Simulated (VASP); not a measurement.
A run of VASP 6.6.1 is set up as follows.

Contents of INCAR:

```
PREC     = Accurate       # precision mode
ENCUT    = 690            # plane-wave cutoff, eV
EDIFF    = 1E-6           # SCF threshold, eV
ISMEAR   = 0              # smearing method
SIGMA    = 0.1            # smearing width, eV
LREAL    = False          # projectors in reciprocal space
LASPH    = True           # aspherical terms in the spheres
NELM     = 200            # most SCF steps
ALGO     = Normal         # electronic algorithm
ISIF     = 2              # what is computed and relaxed
LWAVE    = False          # write WAVECAR
LCHARG   = True           # write CHGCAR
ISPIN    = 2              # spin polarisation
MAGMOM   = 3 3 3 3        # initial moments
LORBIT   = 11             # projections on sites
LMAXMIX  = 4              # l up to which the mixer works
GGA      = PS             # functional
LELF     = True           # ELF
LVHAR    = True         
NBANDS   = 46             # bands
GGA_COMPAT= False
```

Contents of KPOINTS:

```
regular mesh
0
Gamma
  12 12 2
```

The input POSCAR:

```
Co
1.0
    2.4683240452      0.0000000000      0.0000000000
   -1.2341620226      2.1376313279      0.0000000000
    0.0000000000      0.0000000000      8.0515642481
Co
4
Direct
    0.0000000000      0.0000000000      0.0000000000
    0.3333333333      0.6666666667      0.2500000000
    0.0000000000      0.0000000000      0.5000000000
    0.6666666667      0.3333333333      0.7500000000
```

Potentials or basis: VASP PAW PBE potentials, release 64 (Co_sv).

The run is started by

```bash
$ cat potpaw_PBE.64/Co_sv/POTCAR > POTCAR
$ mpirun -np 1 vasp_std > vasp.out
```

Problem. Estimate the site moments.

Solution. Co +1.73, +1.75 (each value once) μB.

Problem. What does it give for the net moment?

Solution. 6.75 μB per cell.

Stress tensor (GPa, compression positive):
```
-3.66  0.00  0.00
 0.00 -3.66  0.00
 0.00  0.00 -6.56
```

Caveat: the k points lie up to 0.39 Å⁻¹ apart; the PAW data sets were made with another functional, which shifts forces and pressure a little.
